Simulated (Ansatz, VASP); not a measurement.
**TaN in VASP and in Ansatz**

INCAR

```
ALGO = Normal
EDIFF = 1E-7
ENCUT = 520
GGA = CA
ISIF = 2
ISMEAR = 0
LASPH = T
LCHARG = F
LREAL = F
LWAVE = F
NBANDS = 15
NELM = 100
PREC = Accurate
SIGMA = 0.15
```

Contents of KPOINTS:

```
k-points
0
Gamma
  20 20 20
```

The input POSCAR:

```
TaN
1.0
    0.0000000000      2.0505175069      2.4606210083
    2.0505175069      0.0000000000      2.4606210083
    2.0505175069      2.0505175069      0.0000000000
Ta N
1 1
Direct
    0.5000000000      0.5000000000      0.5000000000
    0.0000000000      0.0000000000      0.0000000000
```

Input for Ansatz:

```yaml
crystal:
  lattice:
    - [0.0, 2.0505175069, 2.4606210083]
    - [2.0505175069, 0.0, 2.4606210083]
    - [2.0505175069, 2.0505175069, 0.0]
  atoms:
    - { symbol: Ta, position: [0.5, 0.5, 0.5] }
    - { symbol: "N", position: [0.0, 0.0, 0.0] }
basis:
  ecutwfc: 420
kpoints:
  mp_grid: { grid: [20, 20, 20] }
hamiltonian:
  xc: lda
scf:
  occupations: { method: gaussian, width: 0.15 }
output:
  forces: true
  stress: true
  eigenvalues: true
```

Alike in both runs: task single point; functional LDA; k mesh 20 × 20 × 20; occupations gaussian, width 0.15 eV; no spin polarisation.

|  | VASP | Ansatz |
| --- | --- | --- |
| version | VASP 6.6.1 | Ansatz 0.2.0 |
| potentials or method | VASP PAW LDA potentials, release 64 (Ta_pv, N), cutoff 520 eV | scalar-relativistic, plane waves, PAW |
| valence electrons in the cell | 16 | 18 |

|  | VASP | Ansatz | Ansatz less VASP |
| --- | --- | --- | --- |
| gap on the k mesh at the Fermi level (eV) | none | none | - |
| pressure (GPa) | 26.2 | 23.9 | -2.29 |
| traceless stress, the component that is largest in VASP (GPa) | -46.21 | -44.75 | +1.457 |

LDA's correlation is that of Perdew and Zunger in VASP and of Perdew and Wang (1992) in Ansatz. A gap of «none» marks a metal or a gap that the smearing closes. VASP's potentials hold 16 valence electrons a cell and Ansatz's 18, so a difference there can come from the potentials and not from the codes.

Spin-orbit coupling is off throughout.
